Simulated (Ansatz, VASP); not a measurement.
C in VASP and in Ansatz

INCAR

```
SYSTEM = C
PREC = Accurate
ENCUT = 520
EDIFF = 1E-6
ISMEAR = 0
SIGMA = 0.15
LREAL = .FALSE.
LASPH = .TRUE.
NELM = 80
ALGO = Normal
ISIF = 2
LWAVE = .FALSE.
LCHARG = .FALSE.
GGA = PE
IVDW = 12
NBANDS = 16
```

KPOINTS

```
Automatic mesh
0
G
  22 22 8
  0 0 0
```

Contents of POSCAR:

```
C
1.0
    1.1724340315     -2.1303419086      0.0471769970
    1.2172586607      2.1562344250      0.0164985653
    0.1755921466     -0.0488678247      6.7821888084
C
4
Direct
    0.0570595625      0.9119205830      0.7655819785
    0.5946192193      0.4314544059      0.2437300322
    0.9912310408      0.1457870829      0.2424898105
    0.3570901773      0.5108379282      0.7481981788
```

Input for Ansatz:

```yaml
crystal:
  lattice:
    - [1.1724340315, -2.1303419086, 0.047176997]
    - [1.2172586607, 2.156234425, 0.0164985653]
    - [0.1755921466, -0.0488678247, 6.7821888084]
  atoms:
    - { symbol: C, position: [0.0570595625, 0.911920583, 0.7655819785] }
    - { symbol: C, position: [0.5946192193, 0.4314544059, 0.2437300322] }
    - { symbol: C, position: [0.9912310408, 0.1457870829, 0.2424898105] }
    - { symbol: C, position: [0.3570901773, 0.5108379282, 0.7481981788] }
basis:
  ecutwfc: 420
kpoints:
  mp_grid: { grid: [22, 22, 8] }
hamiltonian:
  xc: pbe
  dispersion: d3bj
scf:
  occupations: { method: gaussian, width: 0.15 }
output:
  forces: true
  stress: true
  eigenvalues: true
```

Change from the starting cell: all atoms moved at random (sigma 0.15 Å a component), cell strained at random (sigma 0.05).

Alike in both runs: task single point; functional PBE; dispersion D3(BJ); k mesh 22 × 22 × 8; occupations gaussian, width 0.15 eV; no spin polarisation.

|  | VASP | Ansatz |
| --- | --- | --- |
| version | VASP 6.6.1 | Ansatz 0.2.0 |
| potentials or method | VASP PAW PBE potentials, release 64 (C), cutoff 520 eV | scalar-relativistic, plane waves, PAW |
| valence electrons in the cell | 16 | 16 |

|  | VASP | Ansatz | Ansatz less VASP |
| --- | --- | --- | --- |
| gap on the k mesh at the Fermi level (eV) | 0.18 | 0.18 | 0.000 |
| least direct gap on the mesh (eV) | 0.21 | 0.22 | +0.002 |
| pressure (GPa) | 25.9 | 25.5 | -0.36 |
| traceless stress, the component that is largest in VASP (GPa) | 37.98 | 37.58 | -0.397 |
| rms of the force components (eV/Å) | 5.958 | 5.944 | -0.0139 |

Atom by atom the forces differ by 0.015 eV/Å (rms over components).
